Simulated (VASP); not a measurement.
Input of a VASP 6.6.1 run:

Contents of POSCAR:

```
GaSb
1.0
   -1.5559010000      2.7418780750      2.8933130000
    1.5559010000     -2.7418780750      2.8933130000
    1.5559010000      2.7418780750     -2.8933130000
Ga Sb
1 1
Direct
    0.0000000000      0.0000000000      0.0000000000
    0.5000000000      0.5000000000      0.0000000000
```

The input INCAR.step1:

```
SYSTEM = GaSb
PREC = Accurate
ENCUT = 520
ISMEAR = 0
SIGMA = 0.15
LREAL = .False.
LASPH = .True.
NELM = 60
NBANDS = 16
GGA = PE
ALGO = Normal
EDIFF = 1E-4
LWAVE = .True.
LCHARG = .False.
```

INCAR.step2

```
SYSTEM = GaSb
PREC = Accurate
ENCUT = 520
EDIFF = 1E-7
ISMEAR = 0
SIGMA = 0.15
LREAL = .False.
LASPH = .True.
NELM = 60
ALGO = Normal
ISIF = 2
LWAVE = .False.
LCHARG = .True.
METAGGA = R2SCAN
LMIXTAU = .True.
LELF = .True.
LVHAR = .True.
NBANDS = 16
ISTART = 1
```

The input KPOINTS:

```
Automatic mesh
0
Gamma
  18 18 18
  0 0 0
```

Potentials or basis: VASP PAW PBE potentials, release 64 (Ga_d, Sb).

Launch:

```console
$ cat potpaw_PBE.64/Ga_d/POTCAR potpaw_PBE.64/Sb/POTCAR > POTCAR
$ cp INCAR.step1 INCAR
$ mpirun -np 1 vasp_std > vasp.out
$ cp INCAR.step2 INCAR
$ mpirun -np 1 vasp_std > vasp.out
```

(1) Predict the pressure.

(2) What does it give for the band gap on the k mesh?

## Answers

(1) -2.8 GPa.

(2) zero (bands 9 and 10 overlap by 4.74 eV).

Caveat: the cell differs from its parent crystal (strain +0.0250 x Voigt [0, 1, 0, 0, 0, 0]); the PAW data sets were made with another functional, which shifts forces and pressure a little; spin-orbit coupling is left out, which moves the levels of the heavy elements.
